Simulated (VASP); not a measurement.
Set up this calculation in VASP 6.6.1, as the native input.

```yaml
Task: relaxation of cell and atoms
Functional: PBEsol
Potentials_or_basis: VASP PAW PBE potentials, release 64 (Li_sv, Br)
Cutoff: 750 eV
k_mesh: 8 × 8 × 8
Occupations: gaussian, width 0.01 eV
Spin: no spin polarisation
Target_pressure: 7 GPa
Dipole_correction: no
Further_INCAR_settings: ALGO = Normal; EDIFF = 1e-07; IBRION = 2; EDIFFG = -0.002; NSW = 100; ISIF = 3
```

The structure of LiBr lies in POSCAR:

```
LiBr
1.0
    2.7061252976      2.7061252976      0.0000000000
   -2.7061252976      2.7061252976      0.0000000000
    0.0000000000      2.7061252976      2.7061252976
Li Br
1 1
Direct
    0.0000000000      0.0000000000      0.0000000000
    0.5000000000      0.5000000000      0.0000000000
```

These files were run (other wordings do the same):

INCAR

```
SYSTEM = LiBr
PREC = Accurate ; ENCUT = 750
EDIFF = 1E-7 ; ISMEAR = 0
SIGMA = 0.01 ; LREAL = .FALSE.
LASPH = .TRUE. ; NELM = 120
ALGO = Normal ; ISIF = 3
LWAVE = .FALSE. ; LCHARG = .FALSE.
GGA = PS ; IBRION = 2
NSW = 100 ; EDIFFG = -0.002
PSTRESS = 70.0 ; GGA_COMPAT = .FALSE.
NELMIN = 4
```

KPOINTS

```
Automatic mesh
0
G
  8 8 8
  0 0 0
```

Potentials or basis: VASP PAW PBE potentials, release 64 (Li_sv, Br).

Run with:

```sh
$ cat potpaw_PBE.64/Li_sv/POTCAR potpaw_PBE.64/Br/POTCAR > POTCAR
$ mpirun -np 1 vasp_std > vasp.out
```

It gave:

```yaml
Relaxed_volume: 16.75 Å³/atom
Relaxed_cell: a = 3.619 Å, b = 3.619 Å, c = 3.619 Å, α = 60.00°, β = 60.00°, γ = 90.00°
Space_group_after_relaxing_to_0.05_Å: Fm-3m (No. 225)
Energy_change_on_relaxing_the_enthalpy_is_what_falls: +57.0 meV/atom
Ionic_steps: 5
Pressure_after_relaxing: 7.0 GPa
Band_gap_on_the_k_mesh: 5.53 eV, indirect (least direct gap 5.89 eV)
```

Caveat: the cell is relaxed towards a set pressure, so the enthalpy falls and the energy may rise; the volume moved by over 15 % at a fixed basis, so the end points are rough; the PAW data sets were made with another functional, which shifts forces and pressure a little.

Wall time 39 s on 1 thread of AMD EPYC 9R45 96-Core Processor (Zen 5) (shared host), peak memory 0.18 GiB.
